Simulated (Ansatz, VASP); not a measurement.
TiC: VASP beside Ansatz

```
Ti C
1.0
     0.00000    2.16572    2.16572
     2.16572    0.00000    2.16572
     2.16572    2.16572    0.00000
Ti C
1 1
Direct
  0.00000 0.00000 0.00000
  0.50000 0.50000 0.50000
```

Alike in both runs: functional RPBE; k mesh 6 × 6 × 6; occupations fermi-dirac, width 0.05 eV; no spin polarisation.

|  | VASP | Ansatz |
| --- | --- | --- |
| version | VASP 6.6.1 | Ansatz 0.2.0 |
| potentials or method | VASP PAW PBE potentials, release 64 (Ti_sv, C) | Ansatz PAW |
| plane-wave cutoff (eV) | 520 | 420 |
| valence electrons in the cell | 16 | 16 |
| task | single point | band structure |

Ansatz gave:

```
gap on the k mesh at the Fermi level (eV) : none
pressure (GPa)                            : 4.9
```

Estimate VASP's values.

gap on the k mesh at the Fermi level (eV): none; pressure (GPa): 5.1.

VASP's potentials were made for PBE, not for RPBE. A gap of «none» marks a metal or a gap that the smearing closes.

The k mesh is coarse, so the values compare programs but aren't converged.
